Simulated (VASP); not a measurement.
# Al: single point with PBE

The system is Al.

```xyz
8
Lattice="3.1301 0.0000 0.0000 0.0000 8.0703 0.0000 0.0000 0.0000 5.7495" Properties=species:S:1:pos:R:3 pbc="T T T"
Al    0.0000    0.0000    4.2327
Al    1.5650    4.0352    4.3915
Al    0.0000    0.0000    1.5168
Al    1.5650    4.0352    1.3579
Al    1.5615    6.4292    0.0000
Al    1.5686    1.6412    0.0000
Al   -0.0036    5.6763    2.8747
Al    3.1336    2.3940    2.8747
```

The cell was generated, and may not be a known phase.

* Program: VASP 6.6.1
* Task: single point
* Functional: PBE
* Potentials or basis: VASP PAW PBE potentials, release 64 (Al)
* Cutoff: 520 eV
* k mesh: 4 × 4 × 4
* Occupations: gaussian, width 0.1 eV
* Spin: no spin polarisation

```yaml
Pressure: -0.1 GPa
Largest_force: 0.021 eV/Å
Band_gap_on_the_k_mesh: zero (bands 12 and 13 overlap by 2.96 eV)
```

Forces on the atoms (eV/Å):
```
Al   0.000  0.000  0.021
Al   0.000  0.000 -0.021
Al   0.000  0.000 -0.021
Al   0.000  0.000  0.021
Al   0.009  0.012  0.000
Al  -0.009 -0.012  0.000
Al   0.009 -0.012  0.000
Al  -0.009  0.012  0.000
```

Levels at points of the mesh, in eV from the Fermi level:
```
           k point  band 10  band 11  band 12  band 13  band 14  band 15
(0.00, 0.00, 0.00)    -2.04    -0.91     1.80     1.96     3.05     3.30
(0.50, 0.00, 0.00)    -2.34    -0.29    -0.29    -0.19    -0.19    -0.09
(0.00, 0.50, 0.00)    -1.18    -1.12    -1.12     3.08     3.08     3.77
(0.50, 0.50, 0.00)    -1.86    -1.76    -1.76    -1.16    -1.16    -0.66
(0.00, 0.00, 0.50)    -0.81     0.06     0.06     1.41     1.41     1.69
(0.50, 0.00, 0.50)    -3.07    -2.86    -2.86     2.05     2.05     2.60
(0.00, 0.50, 0.50)    -0.54     0.24     0.24     3.64     3.64     3.83
(0.50, 0.50, 0.50)    -1.55    -0.96    -0.96    -0.49    -0.49     0.25
```

Run time: 75 s on 1 thread of Intel(R) Xeon(R) Platinum 8488C (Sapphire Rapids), with other jobs on the host, peak memory 0.26 GiB.

Caveat: the k points lie up to 0.50 Å⁻¹ apart, too coarse for converged energies and pressures of a metal.
